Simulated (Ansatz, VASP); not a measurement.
Au: VASP beside Ansatz

```xyz
2
Lattice="2.8825 0.0000 0.0000 -1.4412 2.4963 0.0000 0.0000 0.0000 4.8047" Properties=species:S:1:pos:R:3 pbc="T T T"
Au    0.0000    1.6642    3.6035
Au    1.4412    0.8321    1.2012
```

Alike in both runs: functional PBE; dispersion D3(BJ); k mesh 18 × 18 × 10; occupations gaussian, width 0.1 eV; no spin polarisation.

Ansatz relaxed the structure, and its values are those at the end. VASP's run is a single point on that final structure, the one shown.

|  | VASP | Ansatz |
| --- | --- | --- |
| version | VASP 6.6.1 | Ansatz 0.2.0 |
| potentials or method | VASP PAW PBE potentials, release 64 (Au), cutoff 520 eV | scalar-relativistic, plane waves, PAW |
| valence electrons in the cell | 22 | 38 |

Ansatz gave:

| Property | Result |
| --- | --- |
| gap on the k mesh at the Fermi level (eV) | none |
| pressure (GPa) | 0.0 |

What did VASP give for the same quantities?

gap on the k mesh at the Fermi level (eV): none; pressure (GPa): -0.2.

A gap of «none» marks a metal or a gap that the smearing closes. VASP's potentials hold 22 valence electrons a cell and Ansatz's 38, so a difference there can come from the potentials and not from the codes.

Neither program's run includes spin-orbit coupling.
